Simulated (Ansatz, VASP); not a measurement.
## SrAl2Te3 in VASP and in Ansatz

```
Sr Al Te
1.0
     4.30043    0.00000    0.00000
    -2.15021    3.72428    0.00000
     0.00000    0.00000   21.85658
Sr Al Te
2 4 6
Direct
  0.00000 0.00000 0.25000
  0.00000 0.00000 0.75000
  0.33333 0.66667 0.92733
  0.66667 0.33333 0.42733
  0.66667 0.33333 0.07267
  0.33333 0.66667 0.57267
  0.00000 0.00000 0.50000
  0.00000 0.00000 0.00000
  0.33333 0.66667 0.35198
  0.66667 0.33333 0.85198
  0.66667 0.33333 0.64802
  0.33333 0.66667 0.14802
```

Alike in both runs: functional PBE; k mesh 12 × 12 × 2; occupations gaussian, width 0.1 eV; no spin polarisation.

Ansatz relaxed the structure, and its values are those at the end. VASP's run is a single point on that final structure, the one shown.

|  | VASP | Ansatz |
| --- | --- | --- |
| version | VASP 6.6.1 | Ansatz 0.2.0 |
| potentials or method | VASP PAW PBE potentials, release 64 (Sr_sv, Al, Te), cutoff 520 eV | scalar-relativistic, plane waves, PAW |
| valence electrons in the cell | 68 | 128 |

|  | VASP | Ansatz | Ansatz less VASP |
| --- | --- | --- | --- |
| gap on the k mesh at the Fermi level (eV) | none | none | - |
| pressure (GPa) | 0.1 | 0.0 | -0.06 |
| rms of the force components (eV/Å) | 0.005 | 0.001 | -0.0038 |

A gap of «none» marks a metal or a gap that the smearing closes. With one functional, cell and mesh, what is left measures potentials, basis and numerics. VASP's potentials hold 68 valence electrons a cell and Ansatz's 128, so a difference there can come from the potentials and not from the codes.

Neither program's run includes spin-orbit coupling.
